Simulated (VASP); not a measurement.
# TiCo2 (Fd-3m) in VASP: further runs

TiCo2 is run at these levels: PBEsol; tasks: single point.

All numbers are computed with VASP 6.6.1; they aren't measurements. Logs are shortened: lines on timing, memory, paths and dates and some standing lists are left out, and cuts for length are marked.

## Step 1: The cell of the first run

It takes space group Fd-3m (No. 227, cubic). The conventional cell has a = 6.561 Å, b = 6.561 Å, c = 6.561 Å, α = 90.00°, β = 90.00°, γ = 90.00°. Within 3.6 Å of Ti (site symmetry -43m) lie 12 Co at 2.72 Å and 4 Ti at 2.84 Å. Within 3.1 Å of Co (site symmetry -3m) lie 6 Co at 2.32 Å and 6 Ti at 2.72 Å.

## Step 2: Single point, PBEsol

INCAR

```
ALGO = Fast
EDIFF = 1E-6
ENCUT = 520
GGA = PS
ISIF = 2
ISMEAR = -1
LASPH = True
LCHARG = False
LREAL = False
LWAVE = False
NBANDS = 39
NELM = 100
PREC = Accurate
SIGMA = 0.15
```

KPOINTS

```
k-points
0
Gamma
  10 10 10
```

POSCAR

```
TiCo2
1.0
    0.0000000000      3.2807064826      3.2807064826
    3.2807064826      0.0000000000      3.2807064826
    3.2807064826      3.2807064826      0.0000000000
Ti Co
2 4
Direct
    0.5000000000      0.5000000000      0.5000000000
    0.7500000000      0.7500000000      0.7500000000
    0.1250000000      0.1250000000      0.1250000000
    0.6250000000      0.1250000000      0.1250000000
    0.1250000000      0.1250000000      0.6250000000
    0.1250000000      0.6250000000      0.1250000000
```

Potentials or basis: VASP PAW PBE potentials, release 64 (Ti_sv, Co).

Run with:

```sh
> cat potpaw_PBE.64/Ti_sv/POTCAR potpaw_PBE.64/Co/POTCAR > POTCAR
> mpirun -np 1 vasp_std > vasp.out
```

OUTCAR:

```text
EDIFF = 1E-6
   ENCUT = 520
   GGA = PS
   ISIF = 2
   ISMEAR = -1
   LASPH = True
   LREAL = False
   NELM = 100
   PREC = Accurate

 ion  position               nearest neighbor table
   1  0.500  0.500  0.500-   3 2.72   5 2.72   3 2.72   5 2.72   4 2.72   6 2.72   4 2.72   6 2.72
                             6 2.72   3 2.72   5 2.72   4 2.72   2 2.84   2 2.84   2 2.84   2 2.84
   2  0.750  0.750  0.750-   4 2.72   6 2.72   4 2.72   6 2.72   3 2.72   5 2.72   3 2.72   5 2.72
                             3 2.72   5 2.72   4 2.72   6 2.72   1 2.84   1 2.84   1 2.84   1 2.84
   3  0.125  0.125  0.125-   4 2.32   5 2.32   6 2.32   5 2.32   6 2.32   4 2.32   1 2.72   2 2.72
                             1 2.72   2 2.72   1 2.72   2 2.72
   4  0.625  0.125  0.125-   3 2.32   5 2.32   6 2.32   3 2.32   5 2.32   6 2.32   2 2.72   2 2.72
                             1 2.72   1 2.72   2 2.72   1 2.72
   5  0.125  0.125  0.625-   3 2.32   3 2.32   4 2.32   6 2.32   6 2.32   4 2.32   1 2.72   2 2.72
                             1 2.72   2 2.72   1 2.72   2 2.72
   6  0.125  0.625  0.125-   3 2.32   5 2.32   3 2.32   4 2.32   5 2.32   4 2.32   2 2.72   2 2.72
                             1 2.72   1 2.72   1 2.72   2 2.72

  LATTYP: Found a face centered cubic cell.
 ALAT       =     6.5614129652

  Lattice vectors:

 A1 = (   0.0000000000,   3.2807064826,   3.2807064826)
 A2 = (   3.2807064826,   0.0000000000,   3.2807064826)
 A3 = (   3.2807064826,   3.2807064826,   0.0000000000)

Analysis of symmetry for initial positions (statically):
=====================================================================
 Subroutine PRICEL returns:
 Original cell was already a primitive cell.

 Routine SETGRP: Setting up the symmetry group for a
 face centered cubic supercell.

 Subroutine GETGRP returns: Found 48 space group operations
 (whereof 24 operations were pure point group operations)
 out of a pool of 48 trial point group operations.

The static configuration has the point symmetry T_d .
 The point group associated with its full space group is O_h .

Analysis of symmetry for dynamics (positions and initial velocities):
=====================================================================
 Subroutine PRICEL returns:
 Original cell was already a primitive cell.

 Routine SETGRP: Setting up the symmetry group for a
 face centered cubic supercell.

 Subroutine GETGRP returns: Found 48 space group operations
 (whereof 24 operations were pure point group operations)
 out of a pool of 48 trial point group operations.

The dynamic configuration has the point symmetry T_d .
 The point group associated with its full space group is O_h .

 Subroutine INISYM returns: Found 48 space group operations
 (whereof 24 operations are pure point group operations),
 and found     1 'primitive' translations

----------------------------------------------------------------------------------------

                                     Primitive cell

  volume of cell :      70.6207

  direct lattice vectors                    reciprocal lattice vectors
     0.000000000  3.280706483  3.280706483    -0.152406197  0.152406197  0.152406197
     3.280706483  0.000000000  3.280706483     0.152406197 -0.152406197  0.152406197
     3.280706483  3.280706483  0.000000000     0.152406197  0.152406197 -0.152406197

  length of vectors
     4.639619602  4.639619602  4.639619602     0.263975277  0.263975277  0.263975277

  position of ions in fractional coordinates (direct lattice)
     0.500000000  0.500000000  0.500000000
     0.750000000  0.750000000  0.750000000
     0.125000000  0.125000000  0.125000000
     0.625000000  0.125000000  0.125000000
     0.125000000  0.125000000  0.625000000
     0.125000000  0.625000000  0.125000000

  ion indices of the primitive-cell ions
   primitive index   ion index
                 1           1
                 2           2
                 3           3
                 4           4
                 5           5
                 6           6

----------------------------------------------------------------------------------------

 KPOINTS: k-points

Automatic generation of k-mesh.
 Grid dimensions read from file:
 generate k-points for:   10   10   10

 Generating k-lattice:

  Cartesian coordinates                     Fractional coordinates (reciprocal lattice)
    -0.015240620  0.015240620  0.015240620     0.100000000  0.000000000  0.000000000
     0.015240620 -0.015240620  0.015240620     0.000000000  0.100000000  0.000000000
     0.015240620  0.015240620 -0.015240620     0.000000000  0.000000000  0.100000000

  Length of vectors
     0.026397528  0.026397528  0.026397528

  Shift w.r.t. Gamma in fractional coordinates (k-lattice)
     0.000000000  0.000000000  0.000000000

 Subroutine IBZKPT returns following result:
 ===========================================

 Found     47 irreducible k-points:

 Following reciprocal coordinates:
            Coordinates               Weight
  0.000000  0.000000  0.000000      1.000000
  0.100000  0.000000  0.000000      8.000000
  0.200000  0.000000  0.000000      8.000000
  0.300000  0.000000  0.000000      8.000000
  0.400000  0.000000  0.000000      8.000000
  0.500000  0.000000  0.000000      4.000000
[... 16 lines left out ...]
  0.300000  0.300000  0.000000      6.000000
  0.400000  0.300000  0.000000     24.000000
 [... further k-points ...]
   k-points           NKPTS =     47   k-points in BZ     NKDIM =     47   number of bands    NBANDS=     39
   number of dos      NEDOS =    301   number of ions     NIONS =      6
   total plane-waves  NPLWV =  46656
   dimension x,y,z NGX =    36 NGY =   36 NGZ =   36
   dimension x,y,z NGXF=    72 NGYF=   72 NGZF=   72
   ions per type =               2   4
   NGX,Y,Z   is equivalent  to a cutoff of  12.90, 12.90, 12.90 a.u.
   NGXF,Y,Z  is equivalent  to a cutoff of  25.80, 25.80, 25.80 a.u.
 SYSTEM =  unknown system
   PREC   = accura    normal or accurate (medium, high low for compatibility)
   ISTART =      0    job   : 0-new  1-cont  2-samecut
   ICHARG =      2    charge: 1-file 2-atom 10-const
   ISPIN  =      1    spin polarized calculation?
   LNONCOLLINEAR =      F non collinear calculations
   LSORBIT =      F    spin-orbit coupling
   LASPH  =      T    aspherical Exc in radial PAW
   ENCUT  =  520.0 eV  38.22 Ry    6.18 a.u.   8.63  8.63  8.63*2*pi/ulx,y,z
   NELM   =    100;   NELMIN=  2; NELMDL= -5     # of ELM steps
   EDIFF  = 0.1E-05   stopping-criterion for ELM
   LREAL  =      F    real-space projection
   EDIFFG = 0.1E-04   stopping-criterion for IOM
   NSW    =      0    number of steps for IOM
   IBRION =     -1    ionic relax: 0-MD 1-quasi-New 2-CG
   NFREE  =      0    steps in history (QN), initial steepest desc. (CG)
   ISIF   =      2    stress and relaxation
   ISYM   =      2    0-nonsym 1-usesym 2-fastsym
   POTIM  = 0.5000    time-step for ionic-motion
   TEBEG  =    0.0;   TEEND  =   0.0 temperature during run
   PSTRESS=    0.0 pullay stress
   NELECT =      60.0000    total number of electrons
   NUPDOWN=      -1.0000    fix difference up-down
   EMIN   =  10.00;   EMAX   =-10.00  energy-range for DOS
   EFERMI =   0.00;   METHOD = LEGACY
   ISMEAR =    -1;   SIGMA  =   0.15  broadening in eV -4-tet -1-fermi 0-gaus
   EFERMI_NEDOS =   21; number of points for ismear=-14 and -15
   IALGO  =     68    algorithm
   IMIX   =      4    mixing-type and parameters
     AMIX     =   0.40;   BMIX     =  1.00
     AMIX_MAG =   1.60;   BMIX_MAG =  1.00
  volume/ion in A,a.u.               =      11.77        79.43
  Fermi-wavevector in a.u.,A,eV,Ry     =   1.550534  2.930084 32.710511  2.404155
  Thomas-Fermi vector in A             =   2.655183
   LORBIT       =      0    0 simple, 1 ext, 2 COOP (PROOUT), +10 PAW based schemes
   GGA     = PS    functional components
   LHFCALC =     F    Hartree Fock is set to
   AEXX    =    0.0000 exact exchange contribution
   IVDW    =     0    specifies the selected vdW correction
   LEPSILON=     F    determine dielectric tensor
   LRPA    =     F    only Hartree local field effects (RPA)
 non-spin polarized calculation
 RMM-DIIS sequential band-by-band and
  energy-cutoff  :      520.00
  volume of cell :       70.62
 maximum number of plane-waves:      1917
   NGX = 17   NGY = 17   NGZ = 17

 number of electron      59.9999974 magnetization

 Free energy of the ion-electron system (eV)
  ---------------------------------------------------
  ext. energy  EPLUGINS =         0.00000000
  ---------------------------------------------------
  free energy    TOTEN  =       -50.02747942 eV

  energy without entropy =      -49.41058183  energy(sigma->0) =      -49.71903063

 E-fermi :  10.5331     XC(G=0): -13.3027

 val. band max:       10.5306571578   @ k =   0.5000   0.4000   0.1000
 cond. band min:      10.5334972583   @ k =   0.2000   0.0000   0.0000
 fundamental gap:      0.0028401004
 Fermi energy:        10.5330775568

 k-point     1 :       0.0000    0.0000    0.0000
  band No.  band energies     occupation
      1     -46.2641      2.00000
      2     -46.1561      2.00000
      3     -22.6806      2.00000
      4     -22.6806      2.00000
      5     -22.6806      2.00000
      6     -22.4525      2.00000
[... 31 lines left out ...]
     38      11.9668      0.00014
     39      13.2719      0.00000

 k-point     2 :       0.1000    0.0000    0.0000
  band No.  band energies     occupation
      1     -46.2621      2.00000
      2     -46.1580      2.00000
      3     -22.6830      2.00000
      4     -22.6830      2.00000
      5     -22.6798      2.00000
      6     -22.4540      2.00000
[... 31 lines left out ...]
     38      12.4793      0.00000
     39      13.2410      0.00000

 k-point     3 :       0.2000    0.0000    0.0000
  band No.  band energies     occupation
      1     -46.2565      2.00000
      2     -46.1636      2.00000
      3     -22.6891      2.00000
      4     -22.6891      2.00000
      5     -22.6785      2.00000
      6     -22.4571      2.00000
[... 31 lines left out ...]
     38      13.0884      0.00000
     39      13.1789      0.00000

 k-point     4 :       0.3000    0.0000    0.0000
  band No.  band energies     occupation
      1     -46.2484      2.00000
      2     -46.1716      2.00000
      3     -22.6962      2.00000
      4     -22.6962      2.00000
      5     -22.6785      2.00000
      6     -22.4593      2.00000
[... 31 lines left out ...]
     38      13.1585      0.00000
     39      13.5381      0.00000
[... 754 lines left out ...]
     38      12.8750      0.00000
     39      13.8871      0.00000

 k-point    23 :       0.3000    0.3000    0.0000
  band No.  band energies     occupation
      1     -46.2416      2.00000
      2     -46.1783      2.00000
      3     -22.7147      2.00000
      4     -22.7147      2.00000
      5     -22.6330      2.00000
      6     -22.5044      2.00000
[... 31 lines left out ...]
     38      12.8490      0.00000
     39      13.6442      0.00000

 k-point    24 :       0.4000    0.3000    0.0000
  band No.  band energies     occupation
      1     -46.2338      2.00000
      2     -46.1861      2.00000
      3     -22.7228      2.00000
      4     -22.7202      2.00000
      5     -22.6195      2.00000
      6     -22.5183      2.00000
[... 31 lines left out ...]
     38      12.7621      0.00000
     39      13.5830      0.00000

 [... further k-points ...]
[... 5 lines left out ...]
  --------------------------------------------------------------------------------------
  -------------------------------------------------------------------------------------
  Total       -0.2864828     -0.2864828     -0.2864828      0.0000000      0.0000000      0.0000000
  in kB       -6.4994570     -6.4994570     -6.4994570      0.0000000      0.0000000      0.0000000
  external PRESSURE =      -6.4994570 kB  Pullay stress =       0.0000000 kB

 VOLUME and BASIS-vectors are now :
 -----------------------------------------------------------------------------
  energy-cutoff  :      520.00
  volume of cell :       70.62
      direct lattice vectors                 reciprocal lattice vectors
     0.000000000  3.280706483  3.280706483    -0.152406197  0.152406197  0.152406197
     3.280706483  0.000000000  3.280706483     0.152406197 -0.152406197  0.152406197
     3.280706483  3.280706483  0.000000000     0.152406197  0.152406197 -0.152406197

 POSITION                                       TOTAL-FORCE (eV/Angst)
 -----------------------------------------------------------------------------------
      3.28071      3.28071      3.28071         0.000000      0.000000      0.000000
      4.92106      4.92106      4.92106        -0.000000     -0.000000      0.000000
      0.82018      0.82018      0.82018        -0.000000      0.000000     -0.000000
      0.82018      2.46053      2.46053        -0.000000      0.000000     -0.000000
      2.46053      2.46053      0.82018        -0.000000     -0.000000     -0.000000
      2.46053      0.82018      2.46053        -0.000000     -0.000000     -0.000000
 -----------------------------------------------------------------------------------
    total drift:                                0.000000      0.000000      0.000000

  FREE ENERGIE OF THE ION-ELECTRON SYSTEM (eV)
  ---------------------------------------------------
  free  energy   TOTEN  =       -50.0274794213 eV

  energy  without entropy=      -49.4105818349  energy(sigma->0) =      -49.71903063
```

Run time: 3.9 min. Hardware: 1 thread of Intel Xeon Platinum 8488C (Sapphire Rapids), shared host; peak memory 0.27 GiB.

What came out:

```
Free energy            : -50.0275 eV
Pressure               : -0.6 GPa
Band gap on the k mesh : zero (band 30 reaches 10.80 eV, above the bottom of band 31 at 9.97 eV)
```

Caveat: the PAW data sets were made with another functional, which shifts forces and pressure a little.

## Step 3: Single point, PBEsol

This run uses another cell than the first one, of 11.27 Å³/atom, 0.957 times its volume.

INCAR

```
PREC     = Accurate       # precision mode
ENCUT    = 520            # plane-wave cutoff, eV
EDIFF    = 1E-6           # SCF threshold, eV
ISMEAR   = 0              # smearing method
SIGMA    = 0.1            # smearing width, eV
LREAL    = F              # projectors in reciprocal space
LASPH    = T              # aspherical terms in the spheres
NELM     = 80             # most SCF steps
ALGO     = Fast           # electronic algorithm
ISIF     = 2              # what is computed and relaxed
LWAVE    = F              # write WAVECAR
LCHARG   = F              # write CHGCAR
GGA      = PS             # functional
NBANDS   = 39             # bands
```

KPOINTS

```
regular mesh
0
Gamma
  10 10 10
```

Edit POSCAR of step 2 so:

```diff
@@ -2,5 +2,5 @@
 1.0
-    0.0000000000      3.2807064826      3.2807064826
-    3.2807064826      0.0000000000      3.2807064826
-    3.2807064826      3.2807064826      0.0000000000
+    0.0000000000      3.2332704379      3.2332704379
+    3.2332704379      0.0000000000      3.2332704379
+    3.2332704379      3.2332704379      0.0000000000
 Ti Co
```

Potentials or basis: VASP PAW PBE potentials, release 64 (Ti_sv, Co).

Run with:

```sh
> cat potpaw_PBE.64/Ti_sv/POTCAR potpaw_PBE.64/Co/POTCAR > POTCAR
> mpirun -np 1 vasp_std > vasp.out
```

It took 2.8 min on 1 thread of Intel Xeon 6975P-C (Granite Rapids), shared host; peak memory 0.26 GiB.

Results (log left out):

| Quantity | Value |
| --- | --- |
| Free energy | -49.6748 eV |
| Pressure | 9.1 GPa |
| Band gap on the k mesh | zero (band 30 reaches 11.42 eV, above the bottom of band 31 at 10.59 eV) |

Levels at points of the mesh, in eV from the Fermi level:
| k point | band 27 | band 28 | band 29 | band 30 | band 31 | band 32 | band 33 | band 34 |
| --- | --- | --- | --- | --- | --- | --- | --- | --- |
| (0.00, 0.00, 0.00) | -0.68 | -0.68 | -0.60 | -0.60 | -0.60 | 0.91 | 0.91 | 0.91 |
| (0.50, 0.00, 0.00) | -0.67 | -0.40 | -0.40 | 0.12 | 0.12 | 0.59 | 0.59 | 0.91 |
| (0.50, 0.50, 0.00) | -0.62 | -0.62 | -0.57 | -0.57 | -0.03 | -0.03 | 0.97 | 0.97 |

Caveat: the PAW data sets were made with another functional, which shifts forces and pressure a little. Spin polarisation is off, so any magnetic state and its effect on volume and gap are missing.

## Step 4: Single point, PBEsol

This run uses another cell than the first one, of 11.48 Å³/atom, 0.975 times its volume.

INCAR

```
SYSTEM = TiCo2
PREC = Accurate
ENCUT = 520
EDIFF = 1E-6
ISMEAR = 0
SIGMA = 0.1
LREAL = .FALSE.
LASPH = .TRUE.
NELM = 60
ALGO = Fast
ISIF = 2
LWAVE = .FALSE.
LCHARG = .FALSE.
GGA = PS
NBANDS = 39
```

KPOINTS

```
regular mesh
0
G
  10 10 10
  0 0 0
```

Edit POSCAR of step 3 so:

```diff
@@ -2,5 +2,5 @@
 1.0
-    0.0000000000      3.2332704379      3.2332704379
-    3.2332704379      0.0000000000      3.2332704379
-    3.2332704379      3.2332704379      0.0000000000
+    0.0000000000      3.2536565381      3.2536565381
+    3.2536565381      0.0000000000      3.2536565381
+    3.2536565381      3.2536565381      0.0000000000
 Ti Co
```

Run with:

```sh
> cat potpaw_PBE.64/Ti_sv/POTCAR potpaw_PBE.64/Co/POTCAR > POTCAR
> mpirun -np 1 vasp_std > vasp.out
```

It took 2.9 min on 1 thread of Intel Xeon 6975P-C (Granite Rapids), shared host; peak memory 0.27 GiB.

It converged, with:

```
Free energy            : -49.7285 eV
Pressure               : 4.3 GPa
Band gap on the k mesh : zero (band 30 reaches 11.15 eV, above the bottom of band 31 at 10.33 eV)
```

Levels at points of the mesh, in eV from the Fermi level:
```
           k point  band 27  band 28  band 29  band 30  band 31  band 32  band 33  band 34
(0.00, 0.00, 0.00)    -0.67    -0.67    -0.59    -0.59    -0.59     0.88     0.88     0.88
(0.50, 0.00, 0.00)    -0.65    -0.39    -0.39     0.12     0.12     0.58     0.58     0.88
(0.50, 0.50, 0.00)    -0.60    -0.60    -0.55    -0.55    -0.03    -0.03     0.95     0.95
```

Caveat: the PAW data sets were made with another functional, which shifts forces and pressure a little. Spin polarisation is off, so any magnetic state and its effect on volume and gap are missing.

## Step 5: Single point, PBEsol

This run uses another cell than the first one, of 11.83 Å³/atom, 1.005 times its volume.

INCAR

```
PREC = Accurate
ENCUT = 520
EDIFF = 1E-6
ISMEAR = 0
SIGMA = 0.1
LREAL = F
LASPH = T
NELM = 100
ALGO = Fast
ISIF = 2
LWAVE = F
LCHARG = F
GGA = PS
NBANDS = 39
```

KPOINTS

```
Automatic mesh
0
Gamma
  10 10 10
```

Edit POSCAR of step 4 so:

```diff
@@ -2,5 +2,5 @@
 1.0
-    0.0000000000      3.2536565381      3.2536565381
-    3.2536565381      0.0000000000      3.2536565381
-    3.2536565381      3.2536565381      0.0000000000
+    0.0000000000      3.2860700117      3.2860700117
+    3.2860700117      0.0000000000      3.2860700117
+    3.2860700117      3.2860700117      0.0000000000
 Ti Co
```

Run with:

```sh
> cat potpaw_PBE.64/Ti_sv/POTCAR potpaw_PBE.64/Co/POTCAR > POTCAR
> mpirun -np 1 vasp_std > vasp.out
```

It took 3.2 min on 1 thread of Intel Xeon 6975P-C (Granite Rapids), shared host; peak memory 0.26 GiB.

Results (log left out):

```yaml
Free_energy: -49.7382 eV
Pressure: -2.7 GPa
Band_gap_on_the_k_mesh: zero (band 30 reaches 10.72 eV, above the bottom of band 31 at 9.92 eV)
```

Levels at points of the mesh, in eV from the Fermi level:
| k point | band 26 | band 27 | band 28 | band 29 | band 30 | band 31 | band 32 | band 33 | band 34 | band 35 |
| --- | --- | --- | --- | --- | --- | --- | --- | --- | --- | --- |
| (0.00, 0.00, 0.00) | -0.74 | -0.64 | -0.64 | -0.56 | -0.56 | -0.56 | 0.84 | 0.84 | 0.84 | 1.03 |
| (0.50, 0.00, 0.00) | -0.68 | -0.62 | -0.38 | -0.38 | 0.13 | 0.13 | 0.56 | 0.56 | 0.84 | 0.92 |
| (0.50, 0.50, 0.00) | -1.80 | -0.58 | -0.58 | -0.53 | -0.53 | -0.03 | -0.03 | 0.91 | 0.91 | 1.63 |

Caveat: the PAW data sets were made with another functional, which shifts forces and pressure a little.

## Step 6: Overview

| cell | smearing | gap on the mesh (eV) | pressure (GPa) |
| --- | --- | --- | --- |
| a = 4.640 Å, angles 60.0°, 6 atoms | fermi-dirac 0.15 eV | none | -0.6 |
| a = 4.573 Å, angles 60.0°, 6 atoms | gaussian 0.1 eV | none | 9.1 |
| a = 4.601 Å, angles 60.0°, 6 atoms | gaussian 0.1 eV | none | 4.3 |
| a = 4.647 Å, angles 60.0°, 6 atoms | gaussian 0.1 eV | none | -2.7 |

Alike in all rows: task single point; level PBEsol; potentials or basis VASP PAW PBE potentials, release 64 (Ti_sv, Co); no spin polarisation; k mesh 10 × 10 × 10; cutoff (eV) 520.

Caveats: the PAW data sets were made with another functional, which shifts forces and pressure a little.

Absolute energies hang on the potentials; compare differences alone.
